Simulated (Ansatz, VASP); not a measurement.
## Ca2SeO in VASP and in Ansatz

```xyz
4
Lattice="3.8636 0.0000 0.0000 0.0000 3.8636 0.0000 0.0000 0.0000 5.4699" Properties=species:S:1:pos:R:3 pbc="T T T"
O     0.0000    0.0000    0.0000
Ca    0.0000    0.0000    2.7349
Ca    1.9318    1.9318    0.0000
Se    1.9318    1.9318    2.7349
```

Alike in both runs: task single point; functional PBE; k mesh 6 × 6 × 4; no spin polarisation.

```csv
,VASP,Ansatz
version,VASP 6.6.1,Ansatz 0.2.0
potentials or method,"VASP PAW PBE potentials, release 64 (O, Ca_sv, Se)","plane waves, PAW"
plane-wave cutoff (eV),520,420
occupations,"gaussian, width 0.01 eV",fixed
valence electrons in the cell,32,42
```

```tsv
	VASP	Ansatz	Ansatz less VASP
gap on the k mesh at the Fermi level (eV)	2.03	2.04	+0.013
pressure (GPa)	2.3	2.0	-0.26
```

VASP's potentials hold 32 valence electrons a cell and Ansatz's 42, so a difference there can come from the potentials and not from the codes.
